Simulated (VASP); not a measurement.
# Ga3Cl (P4/mmm) in VASP: notebook

Ga3Cl is run at these levels: PBE; tasks: relaxation of cell and atoms, single point.

Program: VASP 6.6.1. These are calculated values, not measurements. Logs are shortened: lines on timing, memory, paths and dates and some standing lists are left out, and cuts for length are marked.

### Step 1. The cell of the first run

The structure is tetragonal, space group P4/mmm (No. 123). The conventional cell has a = 5.007 Å, b = 5.007 Å, c = 3.366 Å, α = 90.00°, β = 90.00°, γ = 90.00°. Within 4.0 Å of Ga (site symmetry mmm) lie 10 Ga at 3.02 to 3.54 Å and 4 Cl at 3.02 Å. Within 4.0 Å of Ga (site symmetry 4/mmm) lie 10 Ga at 3.02 to 3.37 Å and 4 Cl at 3.54 Å. Cl (site symmetry 4/mmm) has 12 Ga at 3.02 to 3.54 Å and 2 Cl at 3.37 Å within 4.0 Å.

### Step 2. Relaxation of cell and atoms, PBE

File INCAR:

```
SYSTEM = Ga3Cl
PREC = Accurate
ENCUT = 600
EDIFF = 1E-6
ISMEAR = 0
SIGMA = 0.1
LREAL = .False.
LASPH = .True.
NELM = 80
ALGO = Normal
ISIF = 3
LWAVE = .False.
LCHARG = .False.
GGA = PE
IBRION = 2
NSW = 90
EDIFFG = -0.04
```

File KPOINTS:

```
regular mesh
0
Gamma
  4 4 6
  0 0 0
```

File POSCAR:

```
Ga3Cl
1.0
    5.0073268689      0.0000000000      0.0000000000
    0.0000000000      5.0073268689      0.0000000000
    0.0000000000      0.0000000000      3.3662370984
Ga Cl
3 1
Direct
    0.0000000000      0.5000000000      0.5000000000
    0.5000000000      0.0000000000      0.5000000000
    0.5000000000      0.5000000000      0.0000000000
    0.0000000000      0.0000000000      0.0000000000
```

Potentials or basis: VASP PAW PBE potentials, release 64 (Ga_d, Cl).

Run with:

```
$ cat potpaw_PBE.64/Ga_d/POTCAR potpaw_PBE.64/Cl/POTCAR > POTCAR
$ mpirun -np 1 vasp_std > vasp.out
```

OUTCAR:

```text
SYSTEM = Ga3Cl
   PREC = Accurate
   ENCUT = 600
   EDIFF = 1E-6
   ISMEAR = 0
   LREAL = .False.
   LASPH = .True.
   NELM = 80
   ISIF = 3
   GGA = PE
   IBRION = 2
   NSW = 90
   EDIFFG = -0.04

 ion  position               nearest neighbor table
   1  0.000  0.500  0.500-
   2  0.500  0.000  0.500-
   3  0.500  0.500  0.000-
   4  0.000  0.000  0.000-

  LATTYP: Found a simple tetragonal cell.
 ALAT       =     5.0073268689
 C/A-ratio  =     0.6722623041

  Lattice vectors:

 A1 = (   5.0073268689,   0.0000000000,   0.0000000000)
 A2 = (   0.0000000000,   5.0073268689,   0.0000000000)
 A3 = (   0.0000000000,   0.0000000000,   3.3662370984)

Analysis of symmetry for initial positions (statically):
=====================================================================
 Subroutine PRICEL returns:
 Original cell was already a primitive cell.

 Routine SETGRP: Setting up the symmetry group for a
 simple tetragonal supercell.

 Subroutine GETGRP returns: Found 16 space group operations
 (whereof 16 operations were pure point group operations)
 out of a pool of 16 trial point group operations.

The static configuration has the point symmetry D_4h.

Analysis of symmetry for dynamics (positions and initial velocities):
=====================================================================
 Subroutine PRICEL returns:
 Original cell was already a primitive cell.

 Routine SETGRP: Setting up the symmetry group for a
 simple tetragonal supercell.

 Subroutine GETGRP returns: Found 16 space group operations
 (whereof 16 operations were pure point group operations)
 out of a pool of 16 trial point group operations.

The dynamic configuration has the point symmetry D_4h.

 Subroutine INISYM returns: Found 16 space group operations
 (whereof 16 operations are pure point group operations),
 and found     1 'primitive' translations

----------------------------------------------------------------------------------------

                                     Primitive cell

  volume of cell :      84.4027

  direct lattice vectors                    reciprocal lattice vectors
     5.007326869  0.000000000  0.000000000     0.199707354  0.000000000  0.000000000
     0.000000000  5.007326869  0.000000000     0.000000000  0.199707354  0.000000000
     0.000000000  0.000000000  3.366237098     0.000000000  0.000000000  0.297067607

  length of vectors
     5.007326869  5.007326869  3.366237098     0.199707354  0.199707354  0.297067607

  position of ions in fractional coordinates (direct lattice)
     0.000000000  0.500000000  0.500000000
     0.500000000  0.000000000  0.500000000
     0.500000000  0.500000000  0.000000000
     0.000000000  0.000000000  0.000000000

  ion indices of the primitive-cell ions
   primitive index   ion index
                 1           1
                 2           2
                 3           3
                 4           4

----------------------------------------------------------------------------------------

 KPOINTS: regular mesh

Automatic generation of k-mesh.
 Grid dimensions read from file:
 generate k-points for:    4    4    6

 Generating k-lattice:

  Cartesian coordinates                     Fractional coordinates (reciprocal lattice)
     0.049926839  0.000000000  0.000000000     0.250000000  0.000000000  0.000000000
     0.000000000  0.049926839  0.000000000     0.000000000  0.250000000  0.000000000
     0.000000000  0.000000000  0.049511268     0.000000000  0.000000000  0.166666667

  Length of vectors
     0.049926839  0.049926839  0.049511268

  Shift w.r.t. Gamma in fractional coordinates (k-lattice)
     0.000000000  0.000000000  0.000000000

 Subroutine IBZKPT returns following result:
 ===========================================

 Found     24 irreducible k-points:

 Following reciprocal coordinates:
            Coordinates               Weight
  0.000000  0.000000  0.000000      1.000000
  0.250000  0.000000  0.000000      4.000000
  0.500000  0.000000  0.000000      2.000000
  0.250000  0.250000  0.000000      4.000000
  0.500000  0.250000  0.000000      4.000000
  0.500000  0.500000  0.000000      1.000000
[... 16 lines left out ...]
  0.500000  0.250000  0.500000      4.000000
  0.500000  0.500000  0.500000      1.000000
   k-points           NKPTS =     24   k-points in BZ     NKDIM =     24   number of bands    NBANDS=     27
   number of dos      NEDOS =    301   number of ions     NIONS =      4
   total plane-waves  NPLWV =  44800
   dimension x,y,z NGX =    40 NGY =   40 NGZ =   28
   dimension x,y,z NGXF=    80 NGYF=   80 NGZF=   56
   ions per type =               3   1
   NGX,Y,Z   is equivalent  to a cutoff of  13.28, 13.28, 13.83 a.u.
   NGXF,Y,Z  is equivalent  to a cutoff of  26.56, 26.56, 27.66 a.u.
 SYSTEM =  Ga3Cl
   PREC   = accura    normal or accurate (medium, high low for compatibility)
   ISTART =      0    job   : 0-new  1-cont  2-samecut
   ICHARG =      2    charge: 1-file 2-atom 10-const
   ISPIN  =      1    spin polarized calculation?
   LNONCOLLINEAR =      F non collinear calculations
   LSORBIT =      F    spin-orbit coupling
   LASPH  =      T    aspherical Exc in radial PAW
   ENCUT  =  600.0 eV  44.10 Ry    6.64 a.u.  10.00 10.00  6.72*2*pi/ulx,y,z
   NELM   =     80;   NELMIN=  2; NELMDL= -5     # of ELM steps
   EDIFF  = 0.1E-05   stopping-criterion for ELM
   LREAL  =      F    real-space projection
   EDIFFG = -.4E-01   stopping-criterion for IOM
   NSW    =     90    number of steps for IOM
   IBRION =      2    ionic relax: 0-MD 1-quasi-New 2-CG
   NFREE  =      1    steps in history (QN), initial steepest desc. (CG)
   ISIF   =      3    stress and relaxation
   ISYM   =      2    0-nonsym 1-usesym 2-fastsym
   POTIM  = 0.5000    time-step for ionic-motion
   TEBEG  =    0.0;   TEEND  =   0.0 temperature during run
   PSTRESS=    0.0 pullay stress
   NELECT =      46.0000    total number of electrons
   NUPDOWN=      -1.0000    fix difference up-down
   EMIN   =  10.00;   EMAX   =-10.00  energy-range for DOS
   EFERMI =   0.00;   METHOD = LEGACY
   ISMEAR =     0;   SIGMA  =   0.10  broadening in eV -4-tet -1-fermi 0-gaus
   EFERMI_NEDOS =   21; number of points for ismear=-14 and -15
   IALGO  =     38    algorithm
   IMIX   =      4    mixing-type and parameters
     AMIX     =   0.40;   BMIX     =  1.00
     AMIX_MAG =   1.60;   BMIX_MAG =  1.00
  volume/ion in A,a.u.               =      21.10       142.39
  Fermi-wavevector in a.u.,A,eV,Ry     =   1.337238  2.527013 24.329998  1.788204
  Thomas-Fermi vector in A             =   2.465802
   LORBIT       =      0    0 simple, 1 ext, 2 COOP (PROOUT), +10 PAW based schemes
   GGA     = PE    functional components
   LHFCALC =     F    Hartree Fock is set to
   AEXX    =    0.0000 exact exchange contribution
   IVDW    =     0    specifies the selected vdW correction
   LEPSILON=     F    determine dielectric tensor
   LRPA    =     F    only Hartree local field effects (RPA)
 conjugate gradient relaxation of ions
 non-spin polarized calculation
 Gauss-broadening in eV      SIGMA  =   0.10
  energy-cutoff  :      600.00
  volume of cell :       84.40
 maximum number of plane-waves:      2848
   NGX = 21   NGY = 21   NGZ = 13

--------------------------------------- Ionic step        1  -------------------------------------------

 number of electron      46.0000011 magnetization

 Free energy of the ion-electron system (eV)
  ---------------------------------------------------
  ext. energy  EPLUGINS =         0.00000000
  ---------------------------------------------------
  free energy    TOTEN  =       -11.19152489 eV

  energy without entropy =      -11.18111006  energy(sigma->0) =      -11.18631747

------------------------ aborting loop because EDIFF is reached ----------------------------------------

  FORCE on cell =-STRESS in cart. coord.  units (eV):
  Direction    XX          YY          ZZ          XY          YZ          ZX
  --------------------------------------------------------------------------------------
  -------------------------------------------------------------------------------------
  Total        0.6348261      0.6348261     -1.9648489      0.0000000      0.0000000      0.0000000
  in kB       12.0506031     12.0506031    -37.2977944      0.0000000      0.0000000      0.0000000
  external PRESSURE =      -4.3988627 kB  Pullay stress =       0.0000000 kB

 VOLUME and BASIS-vectors are now :
 -----------------------------------------------------------------------------
  energy-cutoff  :      600.00
  volume of cell :       84.40
      direct lattice vectors                 reciprocal lattice vectors
     5.007326869  0.000000000  0.000000000     0.199707354  0.000000000  0.000000000
     0.000000000  5.007326869  0.000000000     0.000000000  0.199707354  0.000000000
     0.000000000  0.000000000  3.366237098     0.000000000  0.000000000  0.297067607
[... 39 lines left out ...]
 POSITION                                       TOTAL-FORCE (eV/Angst)
 -----------------------------------------------------------------------------------
      0.00000      2.52283      1.64323        -0.000000      0.000000      0.000000
      2.52283      0.00000      1.64323         0.000000      0.000000      0.000000
      2.52283      2.52283      0.00000        -0.000000      0.000000      0.000000
      0.00000      0.00000      0.00000         0.000000      0.000000      0.000000
 -----------------------------------------------------------------------------------
    total drift:                               -0.000000      0.000000     -0.000000

  FREE ENERGIE OF THE ION-ELECTRON SYSTEM (eV)
  ---------------------------------------------------
  free  energy   TOTEN  =       -11.2413509534 eV

  energy  without entropy=      -11.2333555762  energy(sigma->0) =      -11.23735326

--------------------------------------- Ionic step        3  -------------------------------------------

 number of electron      46.0000055 magnetization

 Free energy of the ion-electron system (eV)
  ---------------------------------------------------
  ext. energy  EPLUGINS =         0.00000000
  ---------------------------------------------------
  free energy    TOTEN  =       -11.27801388 eV

  energy without entropy =      -11.27275375  energy(sigma->0) =      -11.27538381

 E-fermi :   4.8594     XC(G=0): -10.3195

 val. band max:        4.8032725745   @ k =   0.5000   0.0000   0.5000
 cond. band min:       4.9426467908   @ k =   0.5000   0.0000   0.3333
 fundamental gap:      0.1393742163
 Fermi energy:         4.8594316199

 k-point     1 :       0.0000    0.0000    0.0000
  band No.  band energies     occupation
      1     -11.4533      2.00000
      2     -10.2900      2.00000
      3     -10.2899      2.00000
      4     -10.2538      2.00000
      5     -10.1972      2.00000
      6     -10.1972      2.00000
[... 19 lines left out ...]
     26       9.8413      0.00000
     27      10.2001      0.00000
[... 710 lines left out ...]
 POSITION                                       TOTAL-FORCE (eV/Angst)
 -----------------------------------------------------------------------------------
      0.00000      2.55088      1.58488        -0.000000      0.000000      0.000000
      2.55088      0.00000      1.58488         0.000000      0.000000      0.000000
      2.55088      2.55088      0.00000        -0.000000      0.000000      0.000000
      0.00000      0.00000      0.00000         0.000000      0.000000      0.000000
 -----------------------------------------------------------------------------------
    total drift:                               -0.000000      0.000000     -0.000000

  FREE ENERGIE OF THE ION-ELECTRON SYSTEM (eV)
  ---------------------------------------------------
  free  energy   TOTEN  =       -11.2780138806 eV

  energy  without entropy=      -11.2727537484  energy(sigma->0) =      -11.27538381

 reached required accuracy - stopping structural energy minimisation
```

It took 2.2 min on 1 thread of Intel Xeon 6975P-C, shared host; peak memory 0.24 GiB.

Results:

```
Free energy                            : -11.2780 eV
Relaxed volume                         : 20.63 Å³/atom
Relaxed cell                           : a = 5.102 Å, b = 5.102 Å, c = 3.170 Å, α = 90.00°, β = 90.00°, γ = 90.00°
Space group after relaxing (to 0.05 Å) : P4/mmm (No. 123)
Energy gained by relaxing              : 21.6 meV/atom
Ionic steps                            : 3
Pressure after relaxing                : 0.0 GPa
Band gap on the k mesh                 : zero (band 23 reaches 6.21 eV, above the bottom of band 24 at 3.59 eV)
```

Stress tensor (GPa, compression positive):
```
 0.17  0.00  0.00
 0.00  0.17  0.00
 0.00  0.00 -0.23
```

The path:
| step | energy change (eV) | largest force (eV/Å) | pressure (GPa) | volume (Å³) |
| --- | --- | --- | --- | --- |
| 1 | 0.0000 | 0.0000 | -0.44 | 84.40 |
| 2 | -0.0498 | 0.0000 | -0.35 | 83.67 |
| 3 | -0.0865 | 0.0000 | 0.04 | 82.50 |

Final structure:
```
CELL_PARAMETERS angstrom
5.10175 0.00000 0.00000
0.00000 5.10175 0.00000
0.00000 0.00000 3.16976
ATOMIC_POSITIONS crystal
Ga 0.00000 0.50000 0.50000
Ga 0.50000 0.00000 0.50000
Ga 0.50000 0.50000 0.00000
Cl 0.00000 0.00000 0.00000
```

Levels at points of the mesh, in eV from the Fermi level:
| k point | band 21 | band 22 | band 23 | band 24 | band 25 | band 26 |
| --- | --- | --- | --- | --- | --- | --- |
| (0.00, 0.00, 0.00) | -2.45 | -1.78 | -1.27 | -1.27 | 4.79 | 4.98 |
| (0.50, 0.00, 0.00) | -2.38 | -2.20 | -1.58 | 1.69 | 4.32 | 4.76 |
| (0.50, 0.50, 0.00) | -2.22 | -2.22 | 0.44 | 3.57 | 3.70 | 4.48 |
| (0.00, 0.00, 0.50) | -3.55 | -2.52 | -0.47 | 0.37 | 0.37 | 2.44 |
| (0.50, 0.00, 0.50) | -2.86 | -2.55 | -1.98 | -0.06 | 1.74 | 1.76 |
| (0.50, 0.50, 0.50) | -4.14 | -4.08 | -3.20 | 0.10 | 0.10 | 3.89 |

### Step 3. Single point, PBE

This run uses another cell than the first one, of 21.00 Å³/atom, 0.995 times its volume.

File INCAR:

```
SYSTEM = Ga3Cl
  ALGO = Normal
  EDIFF = 1E-6
  ENCUT = 520
  GGA = PE
  ISIF = 2
  ISMEAR = 0
  LASPH = .True.
  LCHARG = .False.
  LREAL = .False.
  LWAVE = .False.
  NBANDS = 31
  NELM = 60
  PREC = Accurate
  SIGMA = 0.1
```

File KPOINTS:

```
k-points
0
Gamma
  10 10 14
  0 0 0
```

File POSCAR:

```
Ga3Cl
1.0
    5.1789862209      0.0000000000      0.0000000000
    0.0000000000      5.1789862209      0.0000000000
    0.0000000000      0.0000000000      3.1321151593
Ga Cl
3 1
Direct
    0.0000000000      0.5000000000      0.5000000000
    0.5000000000      0.0000000000      0.5000000000
    0.5000000000      0.5000000000      0.0000000000
    0.0000000000      0.0000000000      0.0000000000
```

Potentials or basis: VASP PAW PBE potentials, release 64 (Ga_d, Cl).

Run with:

```
$ cat potpaw_PBE.64/Ga_d/POTCAR potpaw_PBE.64/Cl/POTCAR > POTCAR
$ mpirun -np 1 vasp_std > vasp.out
```

It took 4.3 min on 1 thread of Intel Xeon 6975P-C, shared host; peak memory 0.44 GiB.

The run converged. Its results:

```yaml
Free_energy: -11.2269 eV
Pressure: 0.0 GPa
Band_gap_on_the_k_mesh: zero (band 23 reaches 6.39 eV, above the bottom of band 24 at 3.32 eV)
```

Levels at points of the mesh, in eV from the Fermi level:
```csv
k point,band 20,band 21,band 22,band 23,band 24,band 25,band 26,band 27
"(0.00, 0.00, 0.00)",-5.30,-2.10,-1.95,-1.28,-1.28,4.79,5.29,5.29
"(0.50, 0.00, 0.00)",-4.70,-2.16,-2.05,-1.63,1.65,4.31,4.59,4.86
"(0.50, 0.50, 0.00)",-2.20,-2.20,-2.00,0.52,3.47,3.52,4.28,4.28
"(0.00, 0.00, 0.50)",-3.82,-3.46,-2.43,-0.43,0.59,0.59,2.24,2.31
"(0.50, 0.00, 0.50)",-3.74,-2.76,-2.47,-1.87,-0.05,1.89,1.92,1.94
"(0.50, 0.50, 0.50)",-3.93,-3.93,-3.92,-3.02,0.11,0.11,3.97,5.80
```
